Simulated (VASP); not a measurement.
Here is a VASP 6.6.1 calculation.

POSCAR

```
HfO2
1.0
    0.0000000000      2.4785986729      2.5486393278
    2.4785986729      0.0000000000      2.5486393278
    2.4785986729      2.4785986729      0.0000000000
Hf O
1 2
Direct
    0.0000000000      0.0000000000      0.0000000000
    0.2500000000      0.2500000000      0.2500000000
    0.7500000000      0.7500000000      0.7500000000
```

File INCAR.step1:

```
SYSTEM = HfO2
PREC = Accurate
ENCUT = 520
ISMEAR = 0
SIGMA = 0.01
LREAL = .FALSE.
LASPH = .TRUE.
NELM = 100
NBANDS = 18
GGA = PE
ALGO = Normal
EDIFF = 1E-4
LWAVE = .TRUE.
LCHARG = .FALSE.
```

Contents of INCAR.step2:

```
SYSTEM = HfO2
PREC = Accurate
ENCUT = 520
EDIFF = 1E-7
ISMEAR = 0
SIGMA = 0.01
LREAL = .FALSE.
LASPH = .TRUE.
NELM = 100
ALGO = Normal
ISIF = 2
LWAVE = .FALSE.
LCHARG = .FALSE.
METAGGA = R2SCAN
LMIXTAU = .TRUE.
NBANDS = 18
ISTART = 1
```

Contents of KPOINTS:

```
regular mesh
0
G
  8 8 8
  0 0 0
```

Potentials or basis: VASP PAW PBE potentials, release 64 (Hf_pv, O).

The run is started by

```sh
$ cat potpaw_PBE.64/Hf_pv/POTCAR potpaw_PBE.64/O/POTCAR > POTCAR
$ cp INCAR.step1 INCAR
$ mpirun -np 1 vasp_std > vasp.out
$ cp INCAR.step2 INCAR
$ mpirun -np 1 vasp_std > vasp.out
```

Problem. Estimate the pressure.

Solution. 5.2 GPa.

Problem. Estimate the band gap on the k mesh.

Solution. 4.19 eV, indirect (least direct gap 4.26 eV).

Stress tensor (GPa, compression positive):
```
10.11  0.00  0.00
 0.00 10.11  0.00
 0.00  0.00 -4.49
```

Caveat: the cell differs from its parent crystal (epitaxial xy strain -2.0%); the PAW data sets were made with another functional, which shifts forces and pressure a little; spin-orbit coupling is left out, which moves the levels of the heavy elements. A k mesh can miss the band edges.
